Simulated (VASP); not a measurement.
Runs of VASP 6.6.1 on CaO. The structure is that of space group P6_3/mmc (No. 194), or close to it. The cells are those of the table. 

```csv
task,level,cell,k mesh,cutoff (eV),gap on the mesh (eV),pressure (GPa)
relaxation of cell and atoms,PBE,"relaxed from a = 3.992, b = 3.992, c = 4.785 Å, angles 90.0, 90.0, 120.0°, 4 atoms",6 × 6 × 6,600,3.11,0.0
single point,PBE,"a = 3.882, b = 3.882, c = 4.725 Å, angles 90.0, 90.0, 120.0°, 4 atoms",9 × 9 × 6,520,3.46,(a)
single point,PBE,"a = 3.847, b = 3.847, c = 4.755 Å, angles 90.0, 90.0, 120.0°, 4 atoms",9 × 9 × 6,520,3.55,10.1
single point,PBE,"a = 4.004, b = 4.004, c = 4.808 Å, angles 90.0, 90.0, 120.0°, 4 atoms",6 × 6 × 6,520,(b),0.5
single point,PBEsol,"a = 4.052, b = 4.052, c = 4.856 Å, angles 90.0, 90.0, 120.0°, 4 atoms",9 × 9 × 6,520,2.88,-5.3
```

Alike in all rows: potentials or basis VASP PAW PBE potentials, release 64 (Ca_sv, O); no spin polarisation; smearing gaussian 0.02 eV.

Question: Estimate the missing entries.

Answer: (a) 8.7; (b) 3.13.

Caveats: the PAW data sets were made with another functional, which shifts forces and pressure a little (some runs).

A k mesh can miss the band edges.
